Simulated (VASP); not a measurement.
# Te2Pt (P-3m1) in VASP: notebook, part 2 of 2

VASP 6.6.1. The steps go on from the part before.

## (4) Single point, PBE, collinear spin (23.84 Å³/atom)

This run uses another cell than the first one, of 23.84 Å³/atom.

INCAR reads:

```
ALGO = Normal
EDIFF = 1E-6
ENCUT = 500
GGA = PE
GGA_COMPAT = False
ISIF = 2
ISMEAR = 0
ISPIN = 2
LASPH = True
LCHARG = False
LMAXMIX = 4
LORBIT = 11
LREAL = False
LWAVE = False
MAGMOM = 0 0 0.125
NBANDS = 22
NELM = 200
NUPDOWN = 0.125
PREC = Accurate
SIGMA = 0.15
```

KPOINTS reads:

```
k-points
0
Gamma
  12 12 8
```

POSCAR reads:

```
Te2Pt
1.0
    3.9717110281      0.0000000000      0.0000000000
   -1.9858555140      3.4396026469      0.0000000000
    0.0000000000      0.0000000000      5.2344217783
Te Pt
2 1
Direct
    0.3333333333      0.6666666667      0.2528728645
    0.6666666667      0.3333333333      0.7471271355
    0.0000000000      0.0000000000      0.0000000000
```

Potentials or basis: VASP PAW PBE potentials, release 64 (Te, Pt).

On the command line:

```
> cat potpaw_PBE.64/Te/POTCAR potpaw_PBE.64/Pt/POTCAR > POTCAR
> mpirun -np 1 vasp_std > vasp.out
```

OUTCAR:

```text
EDIFF = 1E-6
   ENCUT = 500
   GGA = PE
   ISIF = 2
   ISMEAR = 0
   ISPIN = 2
   LASPH = True
   LORBIT = 11
   LREAL = False
   NELM = 200
   NUPDOWN = 0.125
   PREC = Accurate

 ion  position               nearest neighbor table
   1  0.333  0.667  0.253-   3 2.65   3 2.65   3 2.65   2 3.46   2 3.46   2 3.46   2 3.50   2 3.50
                             2 3.50
   2  0.667  0.333  0.747-   3 2.65   3 2.65   3 2.65   1 3.46   1 3.46   1 3.46   1 3.50   1 3.50
                             1 3.50
   3  0.000  0.000  0.000-   1 2.65   2 2.65   2 2.65   1 2.65   2 2.65   1 2.65

  LATTYP: Found a hexagonal cell.
 ALAT       =     3.9717110281
 C/A-ratio  =     1.3179261384

  Lattice vectors:

 A1 = (   3.9717110281,   0.0000000000,   0.0000000000)
 A2 = (  -1.9858555140,   3.4396026469,   0.0000000000)
 A3 = (   0.0000000000,   0.0000000000,   5.2344217783)

Analysis of symmetry for initial positions (statically):
=====================================================================
 Subroutine PRICEL returns:
 Original cell was already a primitive cell.

 Routine SETGRP: Setting up the symmetry group for a
 hexagonal supercell.

 Subroutine GETGRP returns: Found 12 space group operations
 (whereof 12 operations were pure point group operations)
 out of a pool of 24 trial point group operations.

The static configuration has the point symmetry D_3d.

Analysis of symmetry for dynamics (positions and initial velocities):
=====================================================================
 Subroutine PRICEL returns:
 Original cell was already a primitive cell.

 Routine SETGRP: Setting up the symmetry group for a
 hexagonal supercell.

 Subroutine GETGRP returns: Found 12 space group operations
 (whereof 12 operations were pure point group operations)
 out of a pool of 24 trial point group operations.

The dynamic configuration has the point symmetry D_3d.

Analysis of structural, dynamic, and magnetic symmetry:
[... 150 lines left out ...]
   NGX = 15   NGY = 15   NGZ = 19

 number of electron      22.0000002 magnetization       0.1250000

 Free energy of the ion-electron system (eV)
  ---------------------------------------------------
  ext. energy  EPLUGINS =         0.00000000
  ---------------------------------------------------
  free energy    TOTEN  =       -13.39340070 eV

  energy without entropy =      -13.37911977  energy(sigma->0) =      -13.38626023

 E-fermi :   9.0903     XC(G=0): -10.6357

 val. band max:        9.2363639116   @ k =   0.0833   0.0833   0.1250
 cond. band min:       9.0974153560   @ k =   0.1667   0.1667   0.0000
 fundamental gap:     -0.1389485556
 Fermi energy:         9.2589300507

 spin component 1

 k-point     1 :       0.0000    0.0000    0.0000
  band No.  band energies     occupation
      1      -5.2434      1.00000
      2      -1.6958      1.00000
      3       2.0785      1.00000
      4       3.0221      1.00000
      5       3.0221      1.00000
      6       5.0589      1.00000
[... 589 lines left out ...]
     21      19.0658      0.00000
     22      19.9915      0.00000

 [... further k-points ...]

 spin component 2

 k-point     1 :       0.0000    0.0000    0.0000
  band No.  band energies     occupation
      1      -5.2189      1.00000
      2      -1.6706      1.00000
      3       2.1062      1.00000
      4       3.0503      1.00000
      5       3.0503      1.00000
      6       5.0809      1.00000
[... 589 lines left out ...]
     21      19.0958      0.00000
     22      20.0240      0.00000

 [... further k-points ...]
[... 5 lines left out ...]
  --------------------------------------------------------------------------------------
  -------------------------------------------------------------------------------------
  Total        4.8381199      4.8381199      3.4342003      0.0000000      0.0000000     -0.0000000
  in kB      108.4008224    108.4008224     76.9452071      0.0000000      0.0000000     -0.0000000
  external PRESSURE =      97.9156173 kB  Pullay stress =       0.0000000 kB

 VOLUME and BASIS-vectors are now :
 -----------------------------------------------------------------------------
  energy-cutoff  :      500.00
  volume of cell :       71.51
      direct lattice vectors                 reciprocal lattice vectors
     3.971711028  0.000000000  0.000000000     0.251780654  0.145365628  0.000000000
    -1.985855514  3.439602647  0.000000000     0.000000000  0.290731257  0.000000000
     0.000000000  0.000000000  5.234421778     0.000000000  0.000000000  0.191043069

 POSITION                                       TOTAL-FORCE (eV/Angst)
 -----------------------------------------------------------------------------------
     -0.00000      2.29307      1.32364        -0.000000     -0.000000      0.963838
      1.98586      1.14653      3.91078        -0.000000      0.000000     -0.963838
      0.00000      0.00000      0.00000         0.000000      0.000000      0.000000
 -----------------------------------------------------------------------------------
    total drift:                                0.000000      0.000000      0.000000

  FREE ENERGIE OF THE ION-ELECTRON SYSTEM (eV)
  ---------------------------------------------------
  free  energy   TOTEN  =       -13.3934006966 eV

  energy  without entropy=      -13.3791197698  energy(sigma->0) =      -13.38626023

 total charge

# of ion       s       p       d       tot
------------------------------------------
    1        1.396   1.891   0.079   3.367
    2        1.396   1.891   0.079   3.367
    3        0.701   0.711   8.131   9.543
--------------------------------------------------
tot          3.493   4.493   8.290  16.276

 magnetization (x)

# of ion       s       p       d       tot
------------------------------------------
    1        0.004   0.018   0.001   0.023
    2        0.004   0.018   0.001   0.023
    3        0.001   0.002   0.038   0.041
--------------------------------------------------
tot          0.008   0.038   0.041   0.087
```

stdout:

```text
POSCAR found type information on POSCAR TePt
 POSCAR found :  2 types and       3 ions
 scaLAPACK will be used
 LDA part: xc-table for (Slater+PW92), standard interpolation
 POSCAR, INCAR and KPOINTS ok, starting setup
 FFT: planning ... GRIDC
 FFT: planning ... GRID_SOFT
 FFT: planning ... GRID
 WAVECAR not read
 entering main loop
```

It took 2.9 min on 1 thread of Intel Xeon 6975P-C (Granite Rapids), shared host; peak memory 0.42 GiB.

What came out:

- Free energy: -13.3934 eV
- Pressure: 9.8 GPa
- Largest force: 0.964 eV/Å
- Net moment: 0.12 μB per cell
- Site moments: Te +0.02; Pt +0.04 μB
- Valence electrons inside the program's atomic spheres: Te 3.37; Pt 9.54

Forces in eV/Å, atoms in the order of the input:
```
Te   0.000  0.000  0.964
Te   0.000  0.000 -0.964
Pt   0.000  0.000  0.000
```

Caveat: the cell stands under pressure; spin-orbit coupling is left out, which moves the levels of the heavy elements; the total moment is fixed, so each spin has its own Fermi level and the state may be an excited one.

## (5) Single point, PBE, collinear spin (23.84 Å³/atom)

This run uses another cell than the first one, of 23.84 Å³/atom.

INCAR reads:

```
SYSTEM = Te2Pt
ALGO = Normal
EDIFF = 1E-6
ENCUT = 500
GGA = PE
GGA_COMPAT = .FALSE.
ISIF = 2
ISMEAR = 0
ISPIN = 2
LASPH = .TRUE.
LCHARG = .FALSE.
LMAXMIX = 4
LORBIT = 11
LREAL = .FALSE.
LWAVE = .FALSE.
MAGMOM = 0 0 0.5
NBANDS = 22
NELM = 200
NUPDOWN = 0.5
PREC = Accurate
SIGMA = 0.15
```

KPOINTS reads:

```
k-points
0
G
  12 12 8
  0 0 0
```

POSCAR is that of step 4.

Potentials or basis: VASP PAW PBE potentials, release 64 (Te, Pt).

On the command line:

```
> cat potpaw_PBE.64/Te/POTCAR potpaw_PBE.64/Pt/POTCAR > POTCAR
> mpirun -np 1 vasp_std > vasp.out
```

OUTCAR:

```text
SYSTEM = Te2Pt
   EDIFF = 1E-6
   ENCUT = 500
   GGA = PE
   ISIF = 2
   ISMEAR = 0
   ISPIN = 2
   LASPH = .TRUE.
   LORBIT = 11
   LREAL = .FALSE.
   NELM = 200
   NUPDOWN = 0.5
   PREC = Accurate

 ion  position               nearest neighbor table
   1  0.333  0.667  0.253-   3 2.65   3 2.65   3 2.65   2 3.46   2 3.46   2 3.46   2 3.50   2 3.50
                             2 3.50
   2  0.667  0.333  0.747-   3 2.65   3 2.65   3 2.65   1 3.46   1 3.46   1 3.46   1 3.50   1 3.50
                             1 3.50
   3  0.000  0.000  0.000-   1 2.65   2 2.65   2 2.65   1 2.65   2 2.65   1 2.65

  LATTYP: Found a hexagonal cell.
 ALAT       =     3.9717110281
 C/A-ratio  =     1.3179261384

  Lattice vectors:

 A1 = (   3.9717110281,   0.0000000000,   0.0000000000)
 A2 = (  -1.9858555140,   3.4396026469,   0.0000000000)
 A3 = (   0.0000000000,   0.0000000000,   5.2344217783)

Analysis of symmetry for initial positions (statically):
=====================================================================
 Subroutine PRICEL returns:
[... 805 lines left out ...]
      3       2.1478      1.00000
      4       3.1009      1.00000
      5       3.1009      1.00000
      6       5.1325      1.00000
[... 589 lines left out ...]
     21      19.1363      0.00000
     22      20.0678      0.00000

 [... further k-points ...]
[... 5 lines left out ...]
  --------------------------------------------------------------------------------------
  -------------------------------------------------------------------------------------
  Total        4.8776717      4.8776717      3.6370250      0.0000000      0.0000000     -0.0000000
  in kB      109.2870029    109.2870029     81.4896097      0.0000000      0.0000000     -0.0000000
  external PRESSURE =     100.0212051 kB  Pullay stress =       0.0000000 kB

 VOLUME and BASIS-vectors are now :
 -----------------------------------------------------------------------------
  energy-cutoff  :      500.00
  volume of cell :       71.51
      direct lattice vectors                 reciprocal lattice vectors
     3.971711028  0.000000000  0.000000000     0.251780654  0.145365628  0.000000000
    -1.985855514  3.439602647  0.000000000     0.000000000  0.290731257  0.000000000
     0.000000000  0.000000000  5.234421778     0.000000000  0.000000000  0.191043069

 POSITION                                       TOTAL-FORCE (eV/Angst)
 -----------------------------------------------------------------------------------
     -0.00000      2.29307      1.32364        -0.000000     -0.000000      1.047677
      1.98586      1.14653      3.91078         0.000000      0.000000     -1.047677
      0.00000      0.00000      0.00000        -0.000000      0.000000      0.000000
 -----------------------------------------------------------------------------------
    total drift:                                0.000000      0.000000      0.000000

  FREE ENERGIE OF THE ION-ELECTRON SYSTEM (eV)
  ---------------------------------------------------
  free  energy   TOTEN  =       -13.2974033247 eV

  energy  without entropy=      -13.2858316656  energy(sigma->0) =      -13.29161750

 total charge

# of ion       s       p       d       tot
------------------------------------------
    1        1.397   1.886   0.080   3.363
    2        1.397   1.886   0.080   3.363
    3        0.701   0.702   8.142   9.546
--------------------------------------------------
tot          3.496   4.474   8.302  16.273

 magnetization (x)

# of ion       s       p       d       tot
------------------------------------------
    1        0.014   0.081   0.005   0.099
    2        0.014   0.081   0.005   0.099
    3        0.003   0.015   0.132   0.150
--------------------------------------------------
tot          0.030   0.178   0.141   0.348
```

Run time: 2.9 min. Hardware: 1 thread of Intel Xeon 6975P-C (Granite Rapids), shared host; peak memory 0.41 GiB.

Results:

```yaml
Free_energy: -13.2974 eV
Pressure: 10.0 GPa
Largest_force: 1.048 eV/Å
Net_moment: 0.50 μB per cell
Site_moments: Te +0.10; Pt +0.15 μB
Valence_electrons_inside_the_program's_atomic_spheres: Te 3.36; Pt 9.55
```

Forces in eV/Å, atoms in the order of the input:
```
Te   0.000  0.000  1.048
Te   0.000  0.000 -1.048
Pt   0.000  0.000  0.000
```

Stress tensor (GPa, compression positive):
```
10.93  0.00  0.00
 0.00 10.93  0.00
 0.00  0.00  8.15
```

Caveat: the cell stands under pressure; spin-orbit coupling is left out, which moves the levels of the heavy elements; the total moment is fixed, so each spin has its own Fermi level and the state may be an excited one; forces of over 1 eV/Å act on the atoms, so gaps and moduli don't describe the material at rest.

## (6) Summary

```tsv
fixed moment (μB)	cell	pressure (GPa)	moment (μB)	largest force (eV/Å)
0.375	a = 4.199, b = 4.199, c = 5.534 Å, angles 90.0, 90.0, 120.0°, 3 atoms	-6.1	0.38	0.60
0.25	a = 4.404, b = 4.404, c = 5.805 Å, angles 90.0, 90.0, 120.0°, 3 atoms	-11.7	0.25	1.36
0.125	a = 3.972, b = 3.972, c = 5.234 Å, angles 90.0, 90.0, 120.0°, 3 atoms	9.8	0.12	0.96
0.5	a = 3.972, b = 3.972, c = 5.234 Å, angles 90.0, 90.0, 120.0°, 3 atoms	10.0	0.50	1.05
```

Alike in all rows: task single point; level PBE; potentials or basis VASP PAW PBE potentials, release 64 (Te, Pt); spin collinear; k mesh 12 × 12 × 8; cutoff (eV) 500; smearing gaussian 0.15 eV.

Caveats: spin-orbit coupling is left out, which moves the levels of the heavy elements; the total moment is fixed, so each spin has its own Fermi level and the state may be an excited one; the cell stands under tension (at least some runs); forces of over 1 eV/Å act on the atoms, so gaps and moduli don't describe the material at rest (at least some runs); the cell stands under pressure (at least some runs); this functional lacks dispersion, which binds layers or chains, so the pressure and a relaxed spacing across them are unreliable (at least some runs).

Total energies depend on the potentials used, so only differences within one code and one set of settings carry meaning.
